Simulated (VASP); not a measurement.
The system is PtS2.

```xyz
3
Lattice="3.5432 0.0000 0.0000 -1.7716 3.0685 0.0000 0.0000 0.0000 5.0388" Properties=species:S:1:pos:R:3 pbc="T T T"
Pt    0.0000    0.0000    0.0000
S     0.0000    2.0457    1.1438
S     1.7716    1.0228    3.8950
```

* Program: VASP 6.6.1
* Task: relaxation of cell and atoms
* Functional: r2SCAN
* Potentials or basis: VASP PAW PBE potentials, release 64 (Pt, S)
* Cutoff: 600 eV
* k mesh: 9 × 9 × 6
* Occupations: fermi-dirac, width 0.05 eV
* Spin: no spin polarisation

At the start: pressure 9.3 GPa; volume 18.26 Å³/atom.

Question: Where does the relaxation end?

Answer: Over 14 steps the energy falls by 43.4 meV/atom and the volume is 19.87 Å³/atom (+8.8 %); space group P-3m1 (No. 164, to 0.1 Å) before and after.

The path:
```
step  energy change (eV)  largest force (eV/Å)  pressure (GPa)  volume (Å³)
   1              0.0000                1.2115            9.28        54.78
   2              0.2112                1.2940          -12.65        63.61
   3             -0.1037                0.1365           -0.71        57.76
   4             -0.1039                0.1688           -0.42        57.65
   5             -0.1167                0.0342           -0.18        57.55
   6             -0.1208                0.0910            0.05        57.45
   7             -0.1208                0.0971            0.06        57.45
   8             -0.1219                0.0573            0.37        57.51
   9             -0.1231                0.0458            1.17        57.66
  10             -0.1234                0.0451            1.14        57.70
  11             -0.1241                0.0429            1.08        57.83
  12             -0.1253                0.0391            0.94        58.08
  13             -0.1274                0.0320            0.68        58.58
  14             -0.1301                0.0178            0.23        59.60
```

Final structure:
```cif
data_structure
_symmetry_space_group_name_H-M 'P 1'
_symmetry_Int_Tables_number 1
_cell_length_a 3.5529
_cell_length_b 3.5529
_cell_length_c 5.4515
_cell_angle_alpha 90.000
_cell_angle_beta 90.000
_cell_angle_gamma 120.000
_cell_volume 59.60
loop_
_atom_site_label
_atom_site_type_symbol
_atom_site_fract_x
_atom_site_fract_y
_atom_site_fract_z
_atom_site_occupancy
Pt1 Pt 0.00000 0.00000 0.00000 1
S1 S 0.33333 0.66667 0.22514 1
S2 S 0.66667 0.33333 0.77486 1
```

Caveat: the PAW data sets were made with another functional, which shifts forces and pressure a little.
